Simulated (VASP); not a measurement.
# Au (Cmcm) in VASP: further runs

Au is run at these levels: r2SCAN; tasks: single point.

All numbers are computed with VASP 6.6.1; they aren't measurements. Logs are shortened: lines on timing, memory, paths and dates and some standing lists are left out, and cuts for length are marked.

## 1. The cell of the first run

Symmetry: Cmcm, No. 63, orthorhombic system. The conventional cell has a = 2.745 Å, b = 4.870 Å, c = 4.631 Å, α = 90.00°, β = 90.00°, γ = 90.00°. Au (site symmetry m2m) has 12 Au at 2.75 to 2.82 Å within 3.6 Å.

## 2. Single point, r2SCAN (volume scaled by 0.88, then relaxed in part)

Input file POSCAR:

```
Au
1.0
    1.3725420640     -2.4351959662      0.0000000000
    1.3725420640      2.4351959662      0.0000000000
    0.0000000000      0.0000000000      4.6313121025
Au
2
Direct
    0.6632391809      0.3367608191      0.2500000000
    0.3367608191      0.6632391809      0.7500000000
```

Input file INCAR.step1:

```
  ALGO = Normal
  EDIFF = 1E-4
  ENCUT = 520
  GGA = PE
  ISMEAR = 0
  LASPH = T
  LCHARG = F
  LREAL = F
  LWAVE = T
  NBANDS = 18
  NELM = 60
  PREC = Accurate
  SIGMA = 0.1
```

Input file INCAR.step2:

```
  ALGO = Normal
  EDIFF = 1E-7
  ENCUT = 520
  ISIF = 2
  ISMEAR = 0
  ISTART = 1
  LASPH = T
  LCHARG = F
  LMIXTAU = T
  LREAL = F
  LWAVE = F
  METAGGA = R2SCAN
  NBANDS = 18
  NELM = 60
  PREC = Accurate
  SIGMA = 0.1
```

Input file KPOINTS:

```
k-points
0
Gamma
  16 16 10
```

Potentials or basis: VASP PAW PBE potentials, release 64 (Au).

Launch:

```bash
cat potpaw_PBE.64/Au/POTCAR > POTCAR
cp INCAR.step1 INCAR
mpirun -np 1 vasp_std > vasp.out
cp INCAR.step2 INCAR
mpirun -np 1 vasp_std > vasp.out
```

OUTCAR:

```text
EDIFF = 1E-7
   ENCUT = 520
   ISIF = 2
   ISMEAR = 0
   ISTART = 1
   LASPH = T
   LREAL = F
   METAGGA = R2SCAN
   NELM = 60
   PREC = Accurate

 ion  position               nearest neighbor table
   1  0.663  0.337  0.250-   2 2.81   2 2.81   2 2.82   2 2.82   2 2.82   2 2.82
   2  0.337  0.663  0.750-   1 2.81   1 2.81   1 2.82   1 2.82   1 2.82   1 2.82

  LATTYP: Found a base centered orthorhombic cell.
 ALAT       =     2.7450841280
 B/A-ratio  =     1.7742231951
 C/A-ratio  =     1.6871293871

  Lattice vectors:

 A1 = (   1.3725420640,  -2.4351959662,   0.0000000000)
 A2 = (   1.3725420640,   2.4351959662,   0.0000000000)
 A3 = (   0.0000000000,   0.0000000000,   4.6313121025)

Analysis of symmetry for initial positions (statically):
=====================================================================
 Subroutine PRICEL returns:
 Original cell was already a primitive cell.

 Routine SETGRP: Setting up the symmetry group for a
 base centered orthorhombic supercell.

 Subroutine GETGRP returns: Found  8 space group operations
 (whereof  4 operations were pure point group operations)
 out of a pool of  8 trial point group operations.

The static configuration has the point symmetry C_2h.
 The point group associated with its full space group is D_2h.

Analysis of symmetry for dynamics (positions and initial velocities):
=====================================================================
 Subroutine PRICEL returns:
 Original cell was already a primitive cell.

 Routine SETGRP: Setting up the symmetry group for a
 base centered orthorhombic supercell.

 Subroutine GETGRP returns: Found  8 space group operations
 (whereof  4 operations were pure point group operations)
 out of a pool of  8 trial point group operations.

The dynamic configuration has the point symmetry C_2h.
 The point group associated with its full space group is D_2h.

 Subroutine INISYM returns: Found  8 space group operations
 (whereof  4 operations are pure point group operations),
 and found     1 'primitive' translations

----------------------------------------------------------------------------------------

                                     Primitive cell

  volume of cell :      30.9595

  direct lattice vectors                    reciprocal lattice vectors
     1.372542064 -2.435195966  0.000000000     0.364287560 -0.205322285  0.000000000
     1.372542064  2.435195966  0.000000000     0.364287560  0.205322285  0.000000000
     0.000000000  0.000000000  4.631312102     0.000000000  0.000000000  0.215921531

  length of vectors
     2.795362429  2.795362429  4.631312102     0.418165837  0.418165837  0.215921531

  position of ions in fractional coordinates (direct lattice)
     0.663239181  0.336760819  0.250000000
     0.336760819  0.663239181  0.750000000

  ion indices of the primitive-cell ions
   primitive index   ion index
                 1           1
                 2           2

----------------------------------------------------------------------------------------

 KPOINTS: k-points

Automatic generation of k-mesh.
 Grid dimensions read from file:
 generate k-points for:   16   16   10

 Generating k-lattice:

  Cartesian coordinates                     Fractional coordinates (reciprocal lattice)
     0.022767973 -0.012832643  0.000000000     0.062500000  0.000000000  0.000000000
     0.022767973  0.012832643  0.000000000     0.000000000  0.062500000  0.000000000
     0.000000000  0.000000000  0.021592153     0.000000000  0.000000000  0.100000000

  Length of vectors
     0.026135365  0.026135365  0.021592153

  Shift w.r.t. Gamma in fractional coordinates (k-lattice)
     0.000000000  0.000000000  0.000000000

 Subroutine IBZKPT returns following result:
 ===========================================

 Found    438 irreducible k-points:

 Following reciprocal coordinates:
            Coordinates               Weight
  0.000000  0.000000  0.000000      1.000000
  0.062500 -0.000000  0.000000      4.000000
  0.125000 -0.000000  0.000000      4.000000
  0.187500  0.000000  0.000000      4.000000
  0.250000 -0.000000  0.000000      4.000000
  0.312500 -0.000000  0.000000      4.000000
[... 16 lines left out ...]
 -0.125000  0.062500  0.000000      4.000000
 -0.062500  0.062500  0.000000      2.000000
 [... further k-points ...]
   k-points           NKPTS =    438   k-points in BZ     NKDIM =    438   number of bands    NBANDS=     18
   number of dos      NEDOS =    301   number of ions     NIONS =      2
   total plane-waves  NPLWV =  20736
   dimension x,y,z NGX =    24 NGY =   24 NGZ =   36
   dimension x,y,z NGXF=    48 NGYF=   48 NGZF=   72
   ions per type =               2
   NGX,Y,Z   is equivalent  to a cutoff of  14.27, 14.27, 12.92 a.u.
   NGXF,Y,Z  is equivalent  to a cutoff of  28.55, 28.55, 25.85 a.u.
 SYSTEM =  unknown system
   PREC   = accura    normal or accurate (medium, high low for compatibility)
   ISTART =      1    job   : 0-new  1-cont  2-samecut
   ICHARG =      0    charge: 1-file 2-atom 10-const
   ISPIN  =      1    spin polarized calculation?
   LNONCOLLINEAR =      F non collinear calculations
   LSORBIT =      F    spin-orbit coupling
   LASPH  =      T    aspherical Exc in radial PAW
   ENCUT  =  520.0 eV  38.22 Ry    6.18 a.u.   5.20  5.20  8.61*2*pi/ulx,y,z
   NELM   =     60;   NELMIN=  2; NELMDL=  0     # of ELM steps
   EDIFF  = 0.1E-06   stopping-criterion for ELM
   LREAL  =      F    real-space projection
   EDIFFG = 0.1E-05   stopping-criterion for IOM
   NSW    =      0    number of steps for IOM
   IBRION =     -1    ionic relax: 0-MD 1-quasi-New 2-CG
   NFREE  =      0    steps in history (QN), initial steepest desc. (CG)
   ISIF   =      2    stress and relaxation
   ISYM   =      2    0-nonsym 1-usesym 2-fastsym
   POTIM  = 0.5000    time-step for ionic-motion
   TEBEG  =    0.0;   TEEND  =   0.0 temperature during run
   PSTRESS=    0.0 pullay stress
   NELECT =      22.0000    total number of electrons
   NUPDOWN=      -1.0000    fix difference up-down
   EMIN   =  10.00;   EMAX   =-10.00  energy-range for DOS
   EFERMI =   0.00;   METHOD = LEGACY
   ISMEAR =     0;   SIGMA  =   0.10  broadening in eV -4-tet -1-fermi 0-gaus
   EFERMI_NEDOS =   21; number of points for ismear=-14 and -15
   IALGO  =     38    algorithm
   IMIX   =      4    mixing-type and parameters
     AMIX     =   0.40;   BMIX     =  1.00
     AMIX_MAG =   1.60;   BMIX_MAG =  1.00
  volume/ion in A,a.u.               =      15.48       104.46
  Fermi-wavevector in a.u.,A,eV,Ry     =   1.460891  2.760684 29.037593  2.134203
  Thomas-Fermi vector in A             =   2.577287
   LORBIT       =      0    0 simple, 1 ext, 2 COOP (PROOUT), +10 PAW based schemes
   METAGGA = R2SCAN    functional components
   LHFCALC =     F    Hartree Fock is set to
   AEXX    =    0.0000 exact exchange contribution
   IVDW    =     0    specifies the selected vdW correction
   LEPSILON=     F    determine dielectric tensor
   LRPA    =     F    only Hartree local field effects (RPA)
 non-spin polarized calculation
 Gauss-broadening in eV      SIGMA  =   0.10
  energy-cutoff  :      520.00
  volume of cell :       30.96
 maximum number of plane-waves:       850
 NGX is ok and might be reduce to    24
   NGX = 11   NGY = 11   NGZ = 17

 number of electron      21.9999998 magnetization

 Free energy of the ion-electron system (eV)
  ---------------------------------------------------
  ext. energy  EPLUGINS =         0.00000000
  ---------------------------------------------------
  free energy    TOTEN  =      -100.84310928 eV

  energy without entropy =     -100.84003604  energy(sigma->0) =     -100.84157266

 E-fermi :  11.0023     XC(G=0): -14.3233

 val. band max:       11.0006247381   @ k =   0.5000   0.5000   0.2000
 cond. band min:      11.0255096289   @ k =   0.5000   0.4375   0.1000
 fundamental gap:      0.0248848908
 Fermi energy:        11.0022510381

 k-point     1 :       0.0000    0.0000    0.0000
  band No.  band energies     occupation
      1      -0.1944      2.00000
      2       2.3654      2.00000
      3       5.3020      2.00000
      4       5.4005      2.00000
      5       5.8087      2.00000
      6       5.8602      2.00000
[... 10 lines left out ...]
     17      30.9462      0.00000
     18      31.7368      0.00000

 k-point     2 :       0.0625   -0.0000    0.0000
  band No.  band energies     occupation
      1      -0.0517      2.00000
      2       2.4855      2.00000
      3       5.2442      2.00000
      4       5.5207      2.00000
      5       5.8287      2.00000
      6       5.9079      2.00000
[... 10 lines left out ...]
     17      30.2143      0.00000
     18      30.8745      0.00000

 k-point     3 :       0.1250   -0.0000    0.0000
  band No.  band energies     occupation
      1       0.3629      2.00000
      2       2.8152      2.00000
      3       5.0952      2.00000
      4       5.7736      2.00000
      5       5.8619      2.00000
      6       6.0033      2.00000
[... 10 lines left out ...]
     17      29.0057      0.00000
     18      30.4111      0.00000

 k-point     4 :       0.1875    0.0000    0.0000
  band No.  band energies     occupation
      1       1.0019      2.00000
      2       3.2295      2.00000
      3       4.9400      2.00000
      4       5.5341      2.00000
      5       5.6226      2.00000
      6       6.2440      2.00000
[... 375 lines left out ...]
      4       5.6649      2.00000
      5       5.8992      2.00000
      6       5.9425      2.00000
[... 10 lines left out ...]
     17      29.4935      0.00000
     18      29.6557      0.00000

 k-point    23 :      -0.1250    0.0625    0.0000
  band No.  band energies     occupation
      1       0.2155      2.00000
      2       2.6987      2.00000
      3       5.0396      2.00000
      4       5.6360      2.00000
      5       5.8239      2.00000
      6       6.0473      2.00000
[... 10 lines left out ...]
     17      29.9149      0.00000
     18      30.1463      0.00000

 k-point    24 :      -0.0625    0.0625    0.0000
  band No.  band energies     occupation
      1      -0.0579      2.00000
      2       2.4780      2.00000
      3       5.1557      2.00000
      4       5.5191      2.00000
      5       5.8382      2.00000
      6       5.9021      2.00000
[... 10 lines left out ...]
     17      30.2980      0.00000
     18      30.9432      0.00000

 [... further k-points ...]
[... 5 lines left out ...]
  --------------------------------------------------------------------------------------
  -------------------------------------------------------------------------------------
  Total        5.5279597      5.5084904      5.5268282      0.0000000     -0.0000000      0.0000000
  in kB      286.0762647    285.0687146    286.0177094      0.0000000     -0.0000000      0.0000000
  external PRESSURE =     285.7208962 kB  Pullay stress =       0.0000000 kB

 VOLUME and BASIS-vectors are now :
 -----------------------------------------------------------------------------
  energy-cutoff  :      520.00
  volume of cell :       30.96
      direct lattice vectors                 reciprocal lattice vectors
     1.372542064 -2.435195966  0.000000000     0.364287560 -0.205322285  0.000000000
     1.372542064  2.435195966  0.000000000     0.364287560  0.205322285  0.000000000
     0.000000000  0.000000000  4.631312102     0.000000000  0.000000000  0.215921531

 POSITION                                       TOTAL-FORCE (eV/Angst)
 -----------------------------------------------------------------------------------
      1.37254     -0.79504      1.15783         0.000000     -0.002879      0.000000
      1.37254      0.79504      3.47348         0.000000      0.002879     -0.000000
 -----------------------------------------------------------------------------------
    total drift:                                0.000000      0.000000      0.000000

  FREE ENERGIE OF THE ION-ELECTRON SYSTEM (eV)
  ---------------------------------------------------
  free  energy   TOTEN  =      -100.8431092843 eV

  energy  without entropy=     -100.8400360363  energy(sigma->0) =     -100.84157266
```

Wall time 22 min (1 thread of Oxide Virtual Turin-like, shared host); peak memory 0.29 GiB.

Results:

```
Free energy            : -100.8431 eV
Pressure               : 28.6 GPa
Band gap on the k mesh : zero (band 11 reaches 15.52 eV, above the bottom of band 12 at 7.98 eV)
```

Forces on the atoms (eV/Å):
```
Au   0.000 -0.003  0.000
Au   0.000  0.003  0.000
```

Caveat: the PAW data sets were made with another functional, which shifts forces and pressure a little; spin-orbit coupling is left out, which moves the levels of the heavy elements.

## 3. Single point, r2SCAN (volume scaled by 0.91, then relaxed in part)

Input file POSCAR:

```
Au
1.0
    1.3846689879     -2.4658769605      0.0000000000
    1.3846689879      2.4658769605      0.0000000000
    0.0000000000      0.0000000000      4.6881875744
Au
2
Direct
    0.6630014288      0.3369985712      0.2500000000
    0.3369985712      0.6630014288      0.7500000000
```

Input file INCAR.step1:

```
SYSTEM = Au
  PREC = Accurate
  ENCUT = 520
  ISMEAR = 0
  SIGMA = 0.1
  LREAL = .FALSE.
  LASPH = .TRUE.
  NELM = 80
  NBANDS = 18
  GGA = PE
  ALGO = Normal
  EDIFF = 1E-4
  LWAVE = .TRUE.
  LCHARG = .FALSE.
```

Input file INCAR.step2:

```
SYSTEM = Au
  PREC = Accurate
  ENCUT = 520
  EDIFF = 1E-6
  ISMEAR = 0
  SIGMA = 0.1
  LREAL = .FALSE.
  LASPH = .TRUE.
  NELM = 80
  ALGO = Normal
  ISIF = 2
  LWAVE = .FALSE.
  LCHARG = .TRUE.
  METAGGA = R2SCAN
  LMIXTAU = .TRUE.
  LELF = .TRUE.
  LVHAR = .TRUE.
  NBANDS = 18
  ISTART = 1
```

Input file KPOINTS:

```
Automatic mesh
0
G
  16 16 10
  0 0 0
```

Potentials or basis: VASP PAW PBE potentials, release 64 (Au).

Launch:

```bash
cat potpaw_PBE.64/Au/POTCAR > POTCAR
cp INCAR.step1 INCAR
mpirun -np 1 vasp_std > vasp.out
cp INCAR.step2 INCAR
mpirun -np 1 vasp_std > vasp.out
```

It took 16 min on 1 thread of Oxide Virtual Turin-like, shared host; peak memory 0.29 GiB.

Results (log left out):

```yaml
Free_energy: -100.9999 eV
Pressure: 19.2 GPa
Band_gap_on_the_k_mesh: zero (band 11 reaches 14.82 eV, above the bottom of band 12 at 7.45 eV)
```

Forces on the atoms (eV/Å):
```
Au   0.000 -0.002  0.000
Au   0.000  0.002  0.000
```

Stress tensor (GPa, compression positive):
```
19.23  0.00  0.00
 0.00 19.14  0.00
 0.00  0.00 19.21
```

Levels at points of the mesh, in eV from the Fermi level:
```csv
k point,band 7,band 8,band 9,band 10,band 11,band 12,band 13,band 14,band 15,band 16
"(0.00, 0.00, 0.00)",-4.65,-4.19,-3.97,-2.50,-2.44,-1.26,3.20,15.31,16.67,17.72
"(0.50, 0.00, 0.00)",-4.09,-2.19,-2.09,-1.89,0.46,1.94,6.37,7.94,8.44,10.77
"(0.50, 0.50, 0.00)",-4.32,-2.18,-2.15,-1.92,0.37,1.54,6.21,7.97,7.97,11.58
"(0.00, 0.00, 0.50)",-5.06,-5.06,-3.07,-3.07,-2.93,-2.93,11.75,11.75,15.66,15.66
"(0.50, 0.00, 0.50)",-2.77,-2.77,-1.96,-1.96,0.56,0.56,4.64,4.64,14.37,14.37
"(0.50, 0.50, 0.50)",-2.65,-2.65,-2.03,-2.03,0.21,0.21,4.32,4.32,14.01,14.01
```

Caveat: the PAW data sets were made with another functional, which shifts forces and pressure a little; spin-orbit coupling is left out, which moves the levels of the heavy elements.
